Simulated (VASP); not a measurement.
# AlN (P2_1) in VASP: further runs

Runs on AlN. Level: PBEsol. Tasks: single point.

All numbers are computed with VASP 6.6.1; they aren't measurements. Logs are shortened: lines on timing, memory, paths and dates and some standing lists are left out, and cuts for length are marked.

## Step 1: The cell of the first run

The structure is monoclinic, space group P2_1 (No. 4). The conventional cell has a = 3.114 Å, b = 4.983 Å, c = 3.114 Å, α = 90.00°, β = 120.00°, γ = 90.00°. Within 2.4 Å of Al (site symmetry 1) lie 4 N at 1.84 to 1.99 Å. Within 2.4 Å of N (site symmetry 1) lie 4 Al at 1.84 to 1.99 Å.

## Step 2: Single point, PBEsol (atoms displaced along several vibrational modes)

File INCAR:

```
PREC     = Accurate       # precision mode
ENCUT    = 520            # plane-wave cutoff, eV
EDIFF    = 1E-7           # SCF threshold, eV
ISMEAR   = 0              # smearing method
SIGMA    = 0.05           # smearing width, eV
LREAL    = False          # projectors in reciprocal space
LASPH    = True           # aspherical terms in the spheres
NELM     = 80             # most SCF steps
ALGO     = Normal         # electronic algorithm
ISIF     = 2              # what is computed and relaxed
LWAVE    = False          # write WAVECAR
LCHARG   = True           # write CHGCAR
GGA      = PS             # functional
LELF     = True           # ELF
LVHAR    = True         
NBANDS   = 26             # bands
```

File KPOINTS:

```
Automatic mesh
0
Gamma
  8 8 8
```

File POSCAR:

```
AlN
1.0
   -3.1135599857      0.0000000000      0.0000000000
    0.0000000000      5.3928440876      0.0000000000
    1.5567799928     -2.6964220438     -4.9833504711
Al N
4 4
Direct
    1.0162060249      0.3265624247      0.9984958893
    0.5162060249      0.8265624247      0.9984958893
    0.2322898644      0.9219334646      0.4984958893
    0.7322898644      0.4219334646      0.4984958893
    0.7930992488      0.1286024475      0.6164985473
    0.2930992488      0.6286024475      0.6164985473
    0.0733992985      0.7378960998      0.1164985473
    0.5733992985      0.2378960998      0.1164985473
```

Potentials or basis: VASP PAW PBE potentials, release 64 (Al, N).

On the command line:

```
$ cat potpaw_PBE.64/Al/POTCAR potpaw_PBE.64/N/POTCAR > POTCAR
$ mpirun -np 1 vasp_std > vasp.out
```

OUTCAR:

```text
PREC = Accurate
   ENCUT = 520
   EDIFF = 1E-7
   ISMEAR = 0
   LREAL = False
   LASPH = True
   NELM = 80
   ISIF = 2
   GGA = PS

 ion  position               nearest neighbor table
   1  0.016  0.327  0.998-   8 1.84   8 1.85   5 1.91   7 1.99   3 3.00   4 3.00   4 3.11   3 3.11
                             3 3.11   4 3.11   2 3.11   2 3.11   2 3.11   2 3.11
   2  0.516  0.827  0.998-   7 1.84   7 1.85   6 1.91   8 1.99   4 3.00   3 3.00   3 3.11   4 3.11
                             4 3.11   3 3.11   1 3.11   1 3.11   1 3.11   1 3.11
   3  0.232  0.922  0.498-   5 1.84   5 1.85   7 1.91   6 1.99   1 3.00   2 3.00   2 3.11   1 3.11
                             1 3.11   2 3.11   4 3.11   4 3.11   4 3.11   4 3.11
   4  0.732  0.422  0.498-   6 1.84   6 1.85   8 1.91   5 1.99   2 3.00   1 3.00   1 3.11   2 3.11
                             2 3.11   1 3.11   3 3.11   3 3.11   3 3.11   3 3.11
   5  0.793  0.129  0.616-   3 1.84   3 1.85   1 1.91   4 1.99
   6  0.293  0.629  0.616-   4 1.84   4 1.85   2 1.91   3 1.99
   7  0.073  0.738  0.116-   2 1.84   2 1.85   3 1.91   1 1.99
   8  0.573  0.238  0.116-   1 1.84   1 1.85   4 1.91   2 1.99

  LATTYP: Found a body centered orthorhombic cell.
 ALAT       =     3.1135599857
 B/A-ratio  =     1.7320508076
 C/A-ratio  =     3.2010627667

  Lattice vectors:

 A1 = (  -1.5567799928,   2.6964220438,   4.9833504711)
 A2 = (   1.5567799929,  -2.6964220438,   4.9833504711)
 A3 = (   1.5567799928,   2.6964220438,  -4.9833504711)

Analysis of symmetry for initial positions (statically):
=====================================================================
 Subroutine PRICEL returns following result:

  LATTYP: Found a hexagonal cell.
 ALAT       =     3.1135599857
 C/A-ratio  =     1.6005313834

  Lattice vectors:

 A1 = (   3.1135599857,  -0.0000000000,   0.0000000000)
 A2 = (  -1.5567799929,  -2.6964220438,   0.0000000000)
 A3 = (  -0.0000000000,   0.0000000000,  -4.9833504711)

   2 primitive cells build up your supercell.

 Routine SETGRP: Setting up the symmetry group for a
 body centered orthorhombic supercell.

 Subroutine GETGRP returns: Found  2 space group operations
 (whereof  1 operations were pure point group operations)
 out of a pool of  8 trial point group operations.

The static configuration has the point symmetry C_1 .
 The point group associated with its full space group is C_2 .

Analysis of symmetry for dynamics (positions and initial velocities):
=====================================================================
 Subroutine PRICEL returns following result:

  LATTYP: Found a hexagonal cell.
 ALAT       =     3.1135599857
 C/A-ratio  =     1.6005313834

  Lattice vectors:

 A1 = (   3.1135599857,  -0.0000000000,   0.0000000000)
 A2 = (  -1.5567799929,  -2.6964220438,   0.0000000000)
 A3 = (  -0.0000000000,   0.0000000000,  -4.9833504711)

   2 primitive cells build up your supercell.

 Routine SETGRP: Setting up the symmetry group for a
 body centered orthorhombic supercell.

 Subroutine GETGRP returns: Found  2 space group operations
 (whereof  1 operations were pure point group operations)
 out of a pool of  8 trial point group operations.

The dynamic configuration has the point symmetry C_1 .
 The point group associated with its full space group is C_2 .

 Subroutine INISYM returns: Found  2 space group operations
 (whereof  1 operations are pure point group operations),
 and found     2 'primitive' translations

----------------------------------------------------------------------------------------

                                     Primitive cell

  volume of cell :      41.8376

  direct lattice vectors                    reciprocal lattice vectors
     3.113559986 -0.000000000  0.000000000     0.321175762 -0.185430912 -0.000000000
    -1.556779993 -2.696422044  0.000000000    -0.000000000 -0.370861825 -0.000000000
    -0.000000000  0.000000000 -4.983350471     0.000000000  0.000000000 -0.200668206

  length of vectors
     3.113559986  3.113559986  4.983350471     0.370861825  0.370861825  0.200668206

  position of ions in fractional coordinates (direct lattice)
     0.655727440  0.345371040  0.998495889
     0.344272560  0.654628960  0.498495889
     0.694796851  0.359293652  0.616498547
     0.305203149  0.640706348  0.116498547

  ion indices of the primitive-cell ions
   primitive index   ion index
                 1           1
                 2           4
                 3           5
                 4           7

----------------------------------------------------------------------------------------

 KPOINTS: Automatic mesh

Automatic generation of k-mesh.
 Grid dimensions read from file:
 generate k-points for:    8    8    8

 Generating k-lattice:

  Cartesian coordinates                     Fractional coordinates (reciprocal lattice)
    -0.040146970  0.000000000 -0.012541763     0.125000000  0.000000000  0.000000000
     0.000000000  0.023178864 -0.012541763     0.000000000  0.125000000  0.000000000
     0.000000000  0.000000000 -0.025083526     0.000000000  0.000000000  0.125000000

  Length of vectors
     0.042060374  0.026354422  0.025083526

  Shift w.r.t. Gamma in fractional coordinates (k-lattice)
     0.000000000  0.000000000  0.000000000

 Subroutine IBZKPT returns following result:
 ===========================================

 Found    150 irreducible k-points:

 Following reciprocal coordinates:
            Coordinates               Weight
  0.000000  0.000000  0.000000      1.000000
  0.125000  0.000000  0.000000      4.000000
  0.250000  0.000000  0.000000      4.000000
  0.375000  0.000000  0.000000      4.000000
  0.500000  0.000000  0.000000      2.000000
  0.000000  0.125000  0.000000      4.000000
[... 16 lines left out ...]
  0.125000 -0.250000 -0.125000      4.000000
  0.250000  0.250000  0.000000      4.000000
 [... further k-points ...]
   k-points           NKPTS =    150   k-points in BZ     NKDIM =    150   number of bands    NBANDS=     26
   number of dos      NEDOS =    301   number of ions     NIONS =      8
   total plane-waves  NPLWV =  46080
   dimension x,y,z NGX =    24 NGY =   40 NGZ =   48
   dimension x,y,z NGXF=    48 NGYF=   80 NGZF=   96
   ions per type =               4   4
   NGX,Y,Z   is equivalent  to a cutoff of  12.81, 12.33, 13.58 a.u.
   NGXF,Y,Z  is equivalent  to a cutoff of  25.63, 24.66, 27.16 a.u.
 SYSTEM =  unknown system
   PREC   = accura    normal or accurate (medium, high low for compatibility)
   ISTART =      0    job   : 0-new  1-cont  2-samecut
   ICHARG =      2    charge: 1-file 2-atom 10-const
   ISPIN  =      1    spin polarized calculation?
   LNONCOLLINEAR =      F non collinear calculations
   LSORBIT =      F    spin-orbit coupling
   LASPH  =      T    aspherical Exc in radial PAW
   ENCUT  =  520.0 eV  38.22 Ry    6.18 a.u.   5.79 10.03 10.93*2*pi/ulx,y,z
   NELM   =     80;   NELMIN=  2; NELMDL= -5     # of ELM steps
   EDIFF  = 0.1E-06   stopping-criterion for ELM
   LREAL  =      F    real-space projection
   EDIFFG = 0.1E-05   stopping-criterion for IOM
   NSW    =      0    number of steps for IOM
   IBRION =     -1    ionic relax: 0-MD 1-quasi-New 2-CG
   NFREE  =      0    steps in history (QN), initial steepest desc. (CG)
   ISIF   =      2    stress and relaxation
   ISYM   =      2    0-nonsym 1-usesym 2-fastsym
   POTIM  = 0.5000    time-step for ionic-motion
   TEBEG  =    0.0;   TEEND  =   0.0 temperature during run
   PSTRESS=    0.0 pullay stress
   NELECT =      32.0000    total number of electrons
   NUPDOWN=      -1.0000    fix difference up-down
   EMIN   =  10.00;   EMAX   =-10.00  energy-range for DOS
   EFERMI =   0.00;   METHOD = LEGACY
   ISMEAR =     0;   SIGMA  =   0.05  broadening in eV -4-tet -1-fermi 0-gaus
   EFERMI_NEDOS =   21; number of points for ismear=-14 and -15
   IALGO  =     38    algorithm
   IMIX   =      4    mixing-type and parameters
     AMIX     =   0.40;   BMIX     =  1.00
     AMIX_MAG =   1.60;   BMIX_MAG =  1.00
  volume/ion in A,a.u.               =      10.46        70.58
  Fermi-wavevector in a.u.,A,eV,Ry     =   1.188300  2.245561 19.212190  1.412056
  Thomas-Fermi vector in A             =   2.324432
   LORBIT       =      0    0 simple, 1 ext, 2 COOP (PROOUT), +10 PAW based schemes
   GGA     = PS    functional components
   LHFCALC =     F    Hartree Fock is set to
   AEXX    =    0.0000 exact exchange contribution
   IVDW    =     0    specifies the selected vdW correction
   LEPSILON=     F    determine dielectric tensor
   LRPA    =     F    only Hartree local field effects (RPA)
 non-spin polarized calculation
 Gauss-broadening in eV      SIGMA  =   0.05
  energy-cutoff  :      520.00
  volume of cell :       83.68
 maximum number of plane-waves:      2272
   NGX = 11   NGY = 21   NGZ = 21

 number of electron      32.0000000 magnetization

 Free energy of the ion-electron system (eV)
  ---------------------------------------------------
  ext. energy  EPLUGINS =         0.00000000
  ---------------------------------------------------
  free energy    TOTEN  =       -62.30769220 eV

  energy without entropy =      -62.30769220  energy(sigma->0) =      -62.30769220

 E-fermi :   6.3519     XC(G=0): -11.0993

 val. band max:        6.0809863556   @ k =   0.0000   0.0000   0.0000
 cond. band min:      10.1235837433   @ k =   0.0000   0.0000   0.0000
 fundamental gap:      4.0425973877
 Fermi energy:         6.3518519581

 k-point     1 :       0.0000    0.0000    0.0000
  band No.  band energies     occupation
      1      -9.1158      2.00000
      2      -6.9346      2.00000
      3      -6.7634      2.00000
      4      -6.7634      2.00000
      5      -0.0020      2.00000
      6       0.5653      2.00000
[... 18 lines left out ...]
     25      17.3872      0.00000
     26      17.8573      0.00000
[... 644 lines left out ...]
      4      -6.4235      2.00000
      5       1.2040      2.00000
      6       1.2740      2.00000
[... 18 lines left out ...]
     25      16.8184      0.00000
     26      17.0958      0.00000

 [... further k-points ...]

------------------------ aborting loop because EDIFF is reached ----------------------------------------

  FORCE on cell =-STRESS in cart. coord.  units (eV):
  Direction    XX          YY          ZZ          XY          YZ          ZX
  --------------------------------------------------------------------------------------
  -------------------------------------------------------------------------------------
  Total        4.6617285     -2.9047377      0.3086756      0.0320995      0.0000000      0.0000000
  in kB       89.2608511    -55.6187178      5.9103933      0.6146280      0.0000000      0.0000000
  external PRESSURE =      13.1841755 kB  Pullay stress =       0.0000000 kB

 VOLUME and BASIS-vectors are now :
 -----------------------------------------------------------------------------
  energy-cutoff  :      520.00
  volume of cell :       83.68
      direct lattice vectors                 reciprocal lattice vectors
    -3.113559986  0.000000000  0.000000000    -0.321175762  0.000000000 -0.100334103
     0.000000000  5.392844088  0.000000000     0.000000000  0.185430912 -0.100334103
     1.556779993 -2.696422044 -4.983350471     0.000000000  0.000000000 -0.200668206

 POSITION                                       TOTAL-FORCE (eV/Angst)
 -----------------------------------------------------------------------------------
      1.50398     -0.93127     -4.97585         0.327504      1.150208      0.163868
     -0.05280      1.76516     -4.97585         0.327504      1.150208      0.163868
      0.05280      3.62769     -2.48418        -0.327504     -1.150208      0.163868
     -1.50398      0.93127     -2.48418        -0.327504     -1.150208      0.163868
     -1.50961     -0.96881     -3.07223        -0.128307      1.292368     -0.163868
      0.04717      1.72761     -3.07223        -0.128307      1.292368     -0.163868
     -0.04717      3.66523     -0.58055         0.128307     -1.292368     -0.163868
     -1.60395      0.96881     -0.58055         0.128307     -1.292368     -0.163868
 -----------------------------------------------------------------------------------
    total drift:                                0.000007      0.000015      0.000866

  FREE ENERGIE OF THE ION-ELECTRON SYSTEM (eV)
  ---------------------------------------------------
  free  energy   TOTEN  =       -62.3076921956 eV

  energy  without entropy=      -62.3076921956  energy(sigma->0) =      -62.30769220
```

Run time: 2.2 min. Hardware: 1 thread of AMD EPYC 9R45 (Zen 5), shared host; peak memory 0.33 GiB.

What came out:

- Free energy: -62.3077 eV
- Pressure: 1.3 GPa
- Largest force: 1.309 eV/Å
- Band gap on the k mesh: 4.04 eV

Forces in eV/Å, atoms in the order of the input:
```
Al   0.328  1.150  0.164
Al   0.328  1.150  0.164
Al  -0.328 -1.150  0.164
Al  -0.328 -1.150  0.164
N   -0.128  1.292 -0.164
N   -0.128  1.292 -0.164
N    0.128 -1.292 -0.164
N    0.128 -1.292 -0.164
```

Caveat: the cell differs from its parent crystal (atoms displaced along several vibrational modes); the stress differs along the axes, from -6 to 9 GPa; the PAW data sets were made with another functional, which shifts forces and pressure a little.

(Continued in part 2 of 2.)
